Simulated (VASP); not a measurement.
Here is a VASP 6.6.1 calculation.

INCAR

```
PREC = Accurate ; ENCUT = 600
EDIFF = 1E-6 ; ISMEAR = -1
SIGMA = 0.02 ; LREAL = F
LASPH = T ; NELM = 120
ALGO = Normal ; ISIF = 2
LWAVE = F ; LCHARG = T
GGA = PE ; LELF = T
LVHAR = T ; NBANDS = 15
GGA_COMPAT = F
```

Contents of KPOINTS:

```
regular mesh
0
Gamma
  6 6 3
```

Contents of POSCAR:

```
Os
1.0
    2.7341000000      0.0000000000      0.0000000000
   -1.3670500000      2.3678000565      0.0000000000
    0.0000000000      0.0000000000      4.3197000000
Os
2
Direct
    0.6666666667      0.3333333333      0.7500000000
    0.3333333333      0.6666666667      0.2500000000
```

Potentials or basis: VASP PAW PBE potentials, release 64 (Os).

The run is started by

```bash
$ cat potpaw_PBE.64/Os/POTCAR > POTCAR
$ mpirun -np 1 vasp_std > vasp.out
```

What does it give for the pressure?

9.9 GPa.

Estimate the band gap on the k mesh.

zero (band 8 reaches 11.54 eV, above the bottom of band 9 at 7.94 eV).

Stress tensor (GPa, compression positive):
```
11.64  0.00  0.00
 0.00 11.64  0.00
 0.00  0.00  6.27
```

Caveat: the k points lie up to 0.48 Å⁻¹ apart; spin-orbit coupling is left out, which moves the levels of the heavy elements.
